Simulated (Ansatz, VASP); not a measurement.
# Two plane-wave programs on SnSe

INCAR

```
ALGO     = Normal         # electronic algorithm
EDIFF    = 1E-6           # SCF threshold, eV
ENCUT    = 500            # plane-wave cutoff, eV
GGA_COMPAT= False        
ISIF     = 2              # what is computed and relaxed
ISMEAR   = 0              # smearing method
LASPH    = True           # aspherical terms in the spheres
LCHARG   = True           # write CHGCAR
LELF     = True           # ELF
LREAL    = False          # projectors in reciprocal space
LVHAR    = True         
LWAVE    = False          # write WAVECAR
NBANDS   = 28             # bands
NELM     = 120            # most SCF steps
PREC     = Accurate       # precision mode
SIGMA    = 0.05           # smearing width, eV
```

Contents of KPOINTS:

```
k-points
0
Gamma
  6 6 4
```

Contents of POSCAR:

```
SnSe
1.0
    4.1898989379      0.0000000000      0.0000000000
    0.0000000000      4.1898989379      0.0000000000
    0.0000000000      0.0000000000     10.9796229414
Sn Se
2 2
Direct
    0.5000000000      0.0000000000      0.3781633338
    0.0000000000      0.5000000000      0.6218366662
    0.5000000000      0.0000000000      0.6126704320
    0.0000000000      0.5000000000      0.3782217871
```

Input for Ansatz:

```yaml
crystal:
  lattice:
    - [4.1898989379, 0.0, 0.0]
    - [0.0, 4.1898989379, 0.0]
    - [0.0, 0.0, 10.9796229414]
  atoms:
    - { symbol: Sn, position: [0.5, 0.0, 0.3781633338] }
    - { symbol: Sn, position: [0.0, 0.5, 0.6218366662] }
    - { symbol: Se, position: [0.5, 0.0, 0.612670432] }
    - { symbol: Se, position: [0.0, 0.5, 0.3782217871] }
basis:
  ecutwfc: 420
kpoints:
  mp_grid: { grid: [6, 6, 4] }
hamiltonian:
  xc: lda
scf:
  occupations: { method: gaussian, width: 0.05 }
output:
  forces: true
  stress: true
  eigenvalues: true
```

Alike in both runs: task single point; functional LDA; k mesh 6 × 6 × 4; occupations gaussian, width 0.05 eV; no spin polarisation.

```csv
,VASP,Ansatz
version,VASP 6.6.1,Ansatz 0.2.0
potentials or method,"VASP PAW LDA potentials, release 64 (Sn_d, Se), cutoff 500 eV","scalar-relativistic, plane waves, PAW"
valence electrons in the cell,40,60
```

```tsv
	VASP	Ansatz	Ansatz less VASP
gap on the k mesh at the Fermi level (eV)	1.38	1.40	+0.018
least direct gap on the mesh (eV)	1.38	1.40	+0.018
rms of the force components (eV/Å)	0.298	0.287	-0.0113
```

LDA's correlation is that of Perdew and Zunger in VASP and of Perdew and Wang (1992) in Ansatz. Atom by atom the forces differ by 0.016 eV/Å (rms over components). VASP's potentials hold 40 valence electrons a cell and Ansatz's 60, so a difference there can come from the potentials and not from the codes.
